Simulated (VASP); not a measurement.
Runs of VASP 6.6.1 on Sb. The structure is that of space group P4/mmm (No. 123), or close to it. The cells are those of the table. 

```tsv
cell	gap on the mesh (eV)	pressure (GPa)
a = 2.815, b = 2.815, c = 3.981 Å, 1 atom	none	5.7
a = 3.547, b = 3.547, c = 2.508 Å, 1 atom	none	11.2
a = 3.336, b = 3.336, c = 2.836 Å, 1 atom	none	-1.8
a = 2.895, b = 2.895, c = 3.764 Å, 1 atom	none	1.3
a = 2.974, b = 2.974, c = 3.568 Å, 1 atom	none	-1.7
a = 3.648, b = 3.648, c = 2.371 Å, 1 atom	none	(a)
a = 3.061, b = 3.061, c = 3.367 Å, 1 atom	none	-3.9
a = 2.761, b = 2.761, c = 4.141 Å, 1 atom	none	9.7
a = 3.433, b = 3.433, c = 2.678 Å, 1 atom	none	(b)
a = 3.249, b = 3.249, c = 2.989 Å, 1 atom	none	-4.1
```

Alike in all rows: task single point; level PBEsol; potentials or basis VASP PAW PBE potentials, release 64 (Sb); no spin polarisation; k mesh 16 × 16 × 16; cutoff (eV) 520; smearing gaussian 0.15 eV.

Fill in the values left out.

(a) 22.6; (b) 2.9.

Caveats: the PAW data sets were made with another functional, which shifts forces and pressure a little; spin-orbit coupling is left out, which moves the levels of the heavy elements.

A k mesh can miss the band edges, and the runs leave out spin-orbit coupling on Sb.

A gap of «none» marks levels without a gap at the run's occupations.
